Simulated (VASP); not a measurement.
# FeSi16 (a cell with a defect) in VASP: notebook, part 2 of 2

VASP 6.6.1.

## 4. Single point, PBEsol, collinear spin, ferromagnetic start

The input, INCAR:

```
ALGO     = Normal         # electronic algorithm
EDIFF    = 1E-6           # SCF threshold, eV
ENCUT    = 520            # plane-wave cutoff, eV
GGA      = PS             # functional
GGA_COMPAT= False        
ISIF     = 2              # what is computed and relaxed
ISMEAR   = 0              # smearing method
ISPIN    = 2              # spin polarisation
LASPH    = True           # aspherical terms in the spheres
LCHARG   = False          # write CHGCAR
LMAXMIX  = 4              # l up to which the mixer works
LORBIT   = 11             # projections on sites
LREAL    = False          # projectors in reciprocal space
LWAVE    = False          # write WAVECAR
MAGMOM   = 0 0 0 0 0 0 0 0 0 0 0 0 0 0 0 0 1.6 # initial moments
NBANDS   = 54             # bands
NELM     = 200            # most SCF steps
PREC     = Accurate       # precision mode
SIGMA    = 0.02           # smearing width, eV
```

The input, KPOINTS:

```
k-points
0
Gamma
  2 2 2
```

The input, POSCAR:

```
FeSi16
1.0
    0.0000000000      5.4300000000      5.4300000000
    5.4300000000      0.0000000000      5.4300000000
    5.4300000000      5.4300000000      0.0000000000
Si Fe
16 1
Direct
   -0.0022678637      0.0014360037      0.0013787293
    0.1250235727      0.1249252302      0.1249749540
    0.0018449355     -0.0040703499      0.5018524862
    0.1261167587      0.1225147330      0.6261156538
    0.0017633517      0.5018073665     -0.0038569061
    0.1261545120      0.6261465930      0.1225322284
   -0.0007925414      0.4992433702      0.4992148250
    0.1233619705      0.6231393186      0.6233197974
    0.5006022099      0.0006454880      0.0006104972
    0.6247918969      0.1247594843      0.1247860037
    0.5013727440      0.0014438306      0.4977276243
    0.6249781768      0.1249122468      0.6250273481
    0.5014057090      0.4977069982      0.0014197053
    0.6249302026      0.6250421731      0.1249191529
    0.4961919890      0.5017881215      0.5017536832
    0.6225354512      0.6261557090      0.6261621547
    0.8735625230      0.3732415285      0.3735041436
```

Potentials or basis: VASP PAW PBE potentials, release 64 (Si, Fe).

Started as:

```sh
$ cat potpaw_PBE.64/Si/POTCAR potpaw_PBE.64/Fe/POTCAR > POTCAR
$ mpirun -np 1 vasp_std > vasp.out
```

OUTCAR:

```text
EDIFF = 1E-6
   ENCUT = 520
   GGA = PS
   ISIF = 2
   ISMEAR = 0
   ISPIN = 2
   LASPH = True
   LORBIT = 11
   LREAL = False
   NELM = 200
   PREC = Accurate

 ion  position               nearest neighbor table
   1  0.998  0.001  0.001-  10 2.34   2 2.35   4 2.35   6 2.35
   2  0.125  0.125  0.125-   1 2.35   9 2.35   3 2.36   5 2.36  17 2.70
   3  0.002  0.996  0.502-   8 2.34   4 2.35  12 2.36   2 2.36  17 2.37
   4  0.126  0.123  0.626-   3 2.35  11 2.35   1 2.35   7 2.36  17 2.74
   5  0.002  0.502  0.996-   8 2.34   6 2.35  14 2.36   2 2.36  17 2.37
   6  0.126  0.626  0.123-   5 2.35  13 2.35   1 2.35   7 2.36  17 2.74
   7  0.999  0.499  0.499-   8 2.33  16 2.36   6 2.36   4 2.36  17 2.37
   8  0.123  0.623  0.623-   7 2.33   3 2.34   5 2.34  15 2.34
   9  0.501  0.001  0.001-  10 2.34   2 2.35  12 2.35  14 2.36
  10  0.625  0.125  0.125-   9 2.34   1 2.34  11 2.34  13 2.34
  11  0.501  0.001  0.498-  10 2.34  12 2.35   4 2.35  16 2.35
  12  0.625  0.125  0.625-  11 2.35   9 2.35   3 2.36  15 2.36  17 2.70
  13  0.501  0.498  0.001-  10 2.34  14 2.35   6 2.35  16 2.35
  14  0.625  0.625  0.125-  13 2.35   9 2.36   5 2.36  15 2.36  17 2.70
  15  0.496  0.502  0.502-   8 2.34  16 2.35  14 2.36  12 2.36  17 2.37
  16  0.623  0.626  0.626-  15 2.35  13 2.35  11 2.35   7 2.36  17 2.75
  17  0.874  0.373  0.374-   3 2.37   7 2.37   5 2.37  15 2.37   2 2.70  12 2.70  14 2.70   4 2.74
                             6 2.74  16 2.75

  LATTYP: Found a face centered cubic cell.
 ALAT       =    10.8600000000

  Lattice vectors:

 A1 = (   0.0000000000,   5.4300000000,   5.4300000000)
 A2 = (   5.4300000000,   0.0000000000,   5.4300000000)
 A3 = (   5.4300000000,   5.4300000000,   0.0000000000)

Analysis of symmetry for initial positions (statically):
=====================================================================
 Subroutine PRICEL returns:
 Original cell was already a primitive cell.

 Routine SETGRP: Setting up the symmetry group for a
 face centered cubic supercell.

 Subroutine GETGRP returns: Found  1 space group operations
 (whereof  1 operations were pure point group operations)
 out of a pool of 48 trial point group operations.

The static configuration has the point symmetry C_1 .

Analysis of symmetry for dynamics (positions and initial velocities):
=====================================================================
 Subroutine PRICEL returns:
 Original cell was already a primitive cell.

 Routine SETGRP: Setting up the symmetry group for a
 face centered cubic supercell.

 Subroutine GETGRP returns: Found  1 space group operations
 (whereof  1 operations were pure point group operations)
 out of a pool of 48 trial point group operations.

The dynamic configuration has the point symmetry C_1 .

Analysis of structural, dynamic, and magnetic symmetry:
=====================================================================
 Subroutine PRICEL returns:
 Original cell was already a primitive cell.

 Routine SETGRP: Setting up the symmetry group for a
 face centered cubic supercell.

 Subroutine GETGRP returns: Found  1 space group operations
 (whereof  1 operations were pure point group operations)
 out of a pool of 48 trial point group operations.

The overall configuration has the point symmetry C_1 .

 Subroutine INISYM returns: Found  1 space group operations
[... 122 lines left out ...]
   NUPDOWN=      -1.0000    fix difference up-down
   EMIN   =  10.00;   EMAX   =-10.00  energy-range for DOS
   EFERMI =   0.00;   METHOD = LEGACY
   ISMEAR =     0;   SIGMA  =   0.02  broadening in eV -4-tet -1-fermi 0-gaus
   EFERMI_NEDOS =   21; number of points for ismear=-14 and -15
   IALGO  =     38    algorithm
   IMIX   =      4    mixing-type and parameters
     AMIX     =   0.40;   BMIX     =  1.00
     AMIX_MAG =   1.60;   BMIX_MAG =  1.00
  volume/ion in A,a.u.               =      18.84       127.11
  Fermi-wavevector in a.u.,A,eV,Ry     =   0.995503  1.881228 13.483726  0.991026
  Thomas-Fermi vector in A             =   2.127527
   LORBIT       =     11    0 simple, 1 ext, 2 COOP (PROOUT), +10 PAW based schemes
   GGA     = PS    functional components
   LHFCALC =     F    Hartree Fock is set to
   AEXX    =    0.0000 exact exchange contribution
   IVDW    =     0    specifies the selected vdW correction
   LEPSILON=     F    determine dielectric tensor
   LRPA    =     F    only Hartree local field effects (RPA)
 spin polarized calculation
 Gauss-broadening in eV      SIGMA  =   0.02
  energy-cutoff  :      520.00
  volume of cell :      320.21
 maximum number of plane-waves:      8646
 NGX is ok and might be reduce to    60
   NGX = 29   NGY = 29   NGZ = 29

 number of electron      72.0000001 magnetization       1.4983277

 Free energy of the ion-electron system (eV)
  ---------------------------------------------------
  ext. energy  EPLUGINS =         0.00000000
  ---------------------------------------------------
  free energy    TOTEN  =       -98.30943962 eV

  energy without entropy =      -98.30930233  energy(sigma->0) =      -98.30937098

 E-fermi :   6.2338     XC(G=0):  -9.8278

 val. band max:        6.1991486638   @ k =   0.0000   0.0000   0.0000
 cond. band min:       6.2677398835   @ k =   0.0000   0.0000   0.0000
 fundamental gap:      0.0685912197
 Fermi energy:         6.2338382028

 spin component 1

 k-point     1 :       0.0000    0.0000    0.0000
  band No.  band energies     occupation
      1      -6.0983      1.00000
      2      -3.7247      1.00000
      3      -3.7244      1.00000
      4      -3.7156      1.00000
      5      -3.6864      1.00000
      6      -2.0584      1.00000
[... 397 lines left out ...]
     47      10.2333      0.00000
     48      10.2758      0.00000
 Fermi energy:         6.2338382028

 spin component 2

 k-point     1 :       0.0000    0.0000    0.0000
  band No.  band energies     occupation
      1      -6.0592      1.00000
      2      -3.6863      1.00000
      3      -3.6860      1.00000
      4      -3.6736      1.00000
      5      -3.6526      1.00000
      6      -2.0275      1.00000
[... 397 lines left out ...]
     47      10.3167      0.00000
     48      10.3167      0.00000
 [bands above 48 left out]

------------------------ aborting loop because EDIFF is reached ----------------------------------------

  FORCE on cell =-STRESS in cart. coord.  units (eV):
  Direction    XX          YY          ZZ          XY          YZ          ZX
  --------------------------------------------------------------------------------------
  -------------------------------------------------------------------------------------
  Total       -0.5293204     -0.5238081     -0.5282880      0.2353800      0.2373611      0.2277309
  in kB       -2.6484987     -2.6209172     -2.6433329      1.1777433      1.1876558      1.1394704
  external PRESSURE =      -2.6375829 kB  Pullay stress =       0.0000000 kB

 VOLUME and BASIS-vectors are now :
 -----------------------------------------------------------------------------
  energy-cutoff  :      520.00
  volume of cell :      320.21
      direct lattice vectors                 reciprocal lattice vectors
     0.000000000  5.430000000  5.430000000    -0.092081031  0.092081031  0.092081031
     5.430000000  0.000000000  5.430000000     0.092081031 -0.092081031  0.092081031
     5.430000000  5.430000000  0.000000000     0.092081031  0.092081031 -0.092081031

 POSITION                                       TOTAL-FORCE (eV/Angst)
 -----------------------------------------------------------------------------------
      0.01528      5.42517      5.42548         0.037271     -0.047360     -0.047498
      1.35696      1.35749      1.35722         0.181246      0.001598     -0.001460
      8.13296      2.73508      5.41792        -0.026753      0.024251     -0.026864
      4.06506      4.08462      1.35007        -0.015423     -0.159471     -0.015429
      8.13387      5.41863      2.73439        -0.027528     -0.028196      0.026530
      4.06533      1.35037      4.08500        -0.014881     -0.015065     -0.158663
[... 9 lines left out ...]
      6.80009      6.78043      6.78039        -0.158462     -0.014914     -0.014764
      4.05483      6.77157      6.77015         0.008204      0.006027      0.007848
 -----------------------------------------------------------------------------------
    total drift:                                0.000113      0.000114      0.000112

  FREE ENERGIE OF THE ION-ELECTRON SYSTEM (eV)
  ---------------------------------------------------
  free  energy   TOTEN  =       -98.3094396240 eV

  energy  without entropy=      -98.3093023303  energy(sigma->0) =      -98.30937098

 total charge

# of ion       s       p       d       tot
------------------------------------------
    1        0.745   0.940   0.000   1.685
    2        0.736   0.943   0.000   1.678
    3        0.736   0.952   0.000   1.689
    4        0.737   0.942   0.000   1.679
    5        0.736   0.952   0.000   1.689
    6        0.737   0.942   0.000   1.679
[... 9 lines left out ...]
   16        0.737   0.942   0.000   1.679
   17        0.381   0.419   6.570   7.370
--------------------------------------------------
tot         12.229  15.518   6.570  34.317

 magnetization (x)

# of ion       s       p       d       tot
------------------------------------------
    1        0.000   0.004   0.000   0.005
    2        0.001   0.009   0.000   0.010
    3        0.001   0.031   0.000   0.032
    4        0.000   0.008   0.000   0.008
    5        0.001   0.031   0.000   0.032
    6        0.000   0.008   0.000   0.008
[... 9 lines left out ...]
   16        0.000   0.008   0.000   0.008
   17        0.002   0.006   0.953   0.961
--------------------------------------------------
tot          0.007   0.195   0.953   1.155
```

Run time: 20 min. Hardware: 1 thread of Intel Xeon 8259CL, shared host; peak memory 0.74 GiB.

What came out:

| Property | Result |
| --- | --- |
| Free energy | -98.3094 eV |
| Pressure | -0.3 GPa |
| Largest force | 0.181 eV/Å |
| Net moment | 1.50 μB per cell |
| Site moments | Si +0.01, +0.03, -0.01, +0.00 (each value once); Fe +0.96 μB |
| Valence electrons inside the program's atomic spheres | Si 1.69, 1.68, 1.70 (each value once); Fe 7.37 |

Forces in eV/Å, atoms in the order of the input:
```
Si   0.037 -0.047 -0.047
Si   0.181  0.002 -0.001
Si  -0.027  0.024 -0.027
Si  -0.015 -0.159 -0.015
Si  -0.028 -0.028  0.027
Si  -0.015 -0.015 -0.159
Si   0.060  0.060  0.060
Si  -0.018 -0.016 -0.018
Si   0.042  0.043  0.042
Si   0.002  0.002  0.002
Si  -0.048 -0.047  0.037
Si  -0.002  0.002  0.181
Si  -0.048  0.038 -0.048
Si   0.000  0.180  0.001
Si   0.027 -0.028 -0.028
Si  -0.158 -0.015 -0.015
Fe   0.008  0.006  0.008
```

Levels at points of the mesh, in eV from the Fermi level:
Spin up:
```
           k point  band 35  band 36  band 37  band 38  band 39  band 40
(0.00, 0.00, 0.00)    -0.05    -0.05    -0.04    -0.04     0.60     0.60
(0.50, 0.00, 0.00)    -0.60    -0.11    -0.08     0.77     1.25     1.29
(0.00, 0.50, 0.00)    -0.60    -0.11    -0.08     0.77     1.25     1.29
(0.00, 0.00, 0.50)    -0.60    -0.11    -0.08     0.77     1.25     1.29
(0.50, 0.50, 0.50)    -0.61    -0.09    -0.09     0.80     1.23     1.31
(0.50, 0.50, 0.00)    -0.59    -0.57     0.12     0.81     1.30     2.02
(0.00, 0.50, 0.50)    -0.59    -0.57     0.12     0.81     1.30     2.02
(0.50, 0.00, 0.50)    -0.59    -0.57     0.12     0.81     1.30     2.02
```
Spin down:
```csv
k point,band 33,band 34,band 35,band 36,band 37,band 38
"(0.00, 0.00, 0.00)",-0.12,-0.03,0.03,0.04,0.30,0.30
"(0.50, 0.00, 0.00)",-0.72,-0.20,-0.15,0.40,0.45,0.85
"(0.00, 0.50, 0.00)",-0.72,-0.20,-0.16,0.41,0.45,0.85
"(0.00, 0.00, 0.50)",-0.72,-0.20,-0.15,0.40,0.45,0.85
"(0.50, 0.50, 0.50)",-0.75,-0.16,-0.16,0.42,0.42,0.87
"(0.50, 0.50, 0.00)",-0.94,-0.16,-0.14,-0.12,0.92,0.96
"(0.00, 0.50, 0.50)",-0.94,-0.16,-0.14,-0.12,0.92,0.96
"(0.50, 0.00, 0.50)",-0.94,-0.16,-0.14,-0.12,0.92,0.96
```

Caveat: the k points lie up to 0.50 Å⁻¹ apart; the PAW data sets were made with another functional, which shifts forces and pressure a little.

## 5. The runs side by side

```tsv
cell	k mesh	pressure (GPa)	moment (μB)	largest force (eV/Å)
as given, atomic positions A	1 × 1 × 1	4.3	4.00	1.03
as given, atomic positions B	1 × 1 × 1	4.4	4.00	0.94
as given, atomic positions A	2 × 2 × 2	-0.3	1.50	0.18
```

Alike in all rows: task single point; level PBEsol; potentials or basis VASP PAW PBE potentials, release 64 (Si, Fe); spin collinear, ferromagnetic start; cutoff (eV) 520; smearing gaussian 0.02 eV.

Caveats: all runs use coarse meshes; the PAW data sets were made with another functional, which shifts forces and pressure a little.

Absolute energies hang on the potentials; compare differences alone.
